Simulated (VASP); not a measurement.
Set up this calculation in VASP 6.6.1, as the native input.

| Property | Result |
| --- | --- |
| Task | electric field gradients |
| Functional | PBEsol |
| Potentials or basis | VASP PAW PBE potentials, release 64 (Sc_sv, Zn) |
| Cutoff | 520 eV |
| k mesh | 10 × 10 × 10 |
| Occupations | fermi-dirac, width 0.03 eV |
| Spin | no spin polarisation |
| Dipole correction | no |
| Further INCAR settings | ALGO = Normal; EDIFF = 1e-08; NBANDS = 18 |

The structure of ScZn lies in POSCAR:

```
ScZn
1.0
    3.3500000000     -0.0167500000     -0.0167500000
   -0.0167500000      3.3500000000     -0.0167500000
   -0.0167500000     -0.0167500000      3.3500000000
Sc Zn
1 1
Direct
    0.0000000000      0.0000000000      0.0000000000
    0.5000000000      0.5000000000      0.5000000000
```

This cell differs from its parent crystal: equal xy, yz and zx shear strains of -1 %.

The input as run:

INCAR

```
ALGO = Normal
EDIFF = 1E-8
ENCUT = 520
GGA = PS
ISIF = 2
ISMEAR = -1
LASPH = T
LCHARG = F
LEFG = T
LREAL = F
LWAVE = F
NBANDS = 18
NELM = 80
PREC = Accurate
SIGMA = 0.03
```

KPOINTS

```
k-points
0
Gamma
  10 10 10
```

Potentials or basis: VASP PAW PBE potentials, release 64 (Sc_sv, Zn).

Launch:

```bash
$ cat potpaw_PBE.64/Sc_sv/POTCAR potpaw_PBE.64/Zn/POTCAR > POTCAR
$ mpirun -np 1 vasp_std > vasp.out
```

It gave:

```yaml
Pressure: -3.1 GPa
```

Caveat: the cell differs from its parent crystal (equal xy, yz and zx shear strains of -1 %); without QUAD_EFG the Cq values of the log hold for a quadrupole moment of 1 mb, not for the nuclei; the PAW data sets were made with another functional, which shifts forces and pressure a little.

It took 85 s on 1 thread of Intel Xeon 6975P-C (shared host), peak memory 0.22 GiB.
